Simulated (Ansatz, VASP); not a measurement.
# Two plane-wave programs on MgO

```
Mg O
1.0
     4.00685   -0.02015    0.05103
     0.02015   -4.01095   -0.02879
    -0.05103   -0.02879   -4.43354
Mg O
4 4
Direct
  0.94372 0.04584 0.00556
  0.55667 0.46215 0.94253
  0.51020 0.99706 0.57217
  0.00260 0.49511 0.39603
  0.56137 0.05426 0.88576
  0.95961 0.47097 0.11649
  0.03303 0.02566 0.53458
  0.43282 0.44894 0.54688
```

Change from the starting cell: all atoms moved at random (sigma 0.22 Å a component), cell strained at random (sigma 0.03).

Alike in both runs: task single point; functional PBEsol; k mesh 6 × 6 × 6; occupations gaussian, width 0.05 eV; no spin polarisation.

|  | VASP | Ansatz |
| --- | --- | --- |
| version | VASP 6.6.1 | Ansatz 0.2.0 |
| potentials or method | VASP PAW PBE potentials, release 64 (Mg, O), cutoff 520 eV | scalar-relativistic, plane waves, PAW |
| valence electrons in the cell | 32 | 64 |

VASP gave:

```
gap on the k mesh at the Fermi level (eV)                     : 3.30
least direct gap on the mesh (eV)                             : 3.32
pressure (GPa)                                                : 116.3
traceless stress, the component that is largest in VASP (GPa) : 113.11
rms of the force components (eV/Å)                            : 16.026
```

Task: What did Ansatz give for the same quantities?

Result: gap on the k mesh at the Fermi level (eV): 3.31; least direct gap on the mesh (eV): 3.33; pressure (GPa): 109.7; traceless stress, the component that is largest in VASP (GPa): 104.02; rms of the force components (eV/Å): 14.777.

VASP's potentials were made for PBE, not for PBEsol. Atom by atom the forces differ by 1.286 eV/Å (rms over components). Both programs put the cell under a high pressure, so it lies far from rest at this level. VASP's potentials hold 32 valence electrons a cell and Ansatz's 64, so a difference there can come from the potentials and not from the codes.

Noted on VASP's run: the cell as given lies far from equilibrium.
